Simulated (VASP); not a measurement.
A run of VASP 6.6.1 is set up as follows.

Contents of INCAR:

```
PREC = Accurate
ENCUT = 500
EDIFF = 1E-6
ISMEAR = 0
SIGMA = 0.1
LREAL = F
LASPH = T
NELM = 120
ALGO = Normal
ISIF = 2
LWAVE = F
LCHARG = T
GGA = PE
LELF = T
LVHAR = T
NBANDS = 8
GGA_COMPAT = F
```

The input KPOINTS:

```
regular mesh
0
Gamma
  18 18 16
```

The input POSCAR:

```
Si
1.0
    2.5543811409      0.0000000000      0.0000000000
   -1.2771905704      2.2121589589      0.0000000000
    0.0000000000      0.0000000000      2.4309509759
Si
1
Direct
    0.0000000000      0.0000000000      0.0000000000
```

Potentials or basis: VASP PAW PBE potentials, release 64 (Si).

Launch:

```bash
$ cat potpaw_PBE.64/Si/POTCAR > POTCAR
$ mpirun -np 1 vasp_std > vasp.out
```

(1) What does it give for the band gap on the k mesh?

(2) What does it give for the pressure?

## Answers

(1) zero (band 2 reaches 17.99 eV, above the bottom of band 3 at 5.67 eV).

(2) 12.3 GPa.
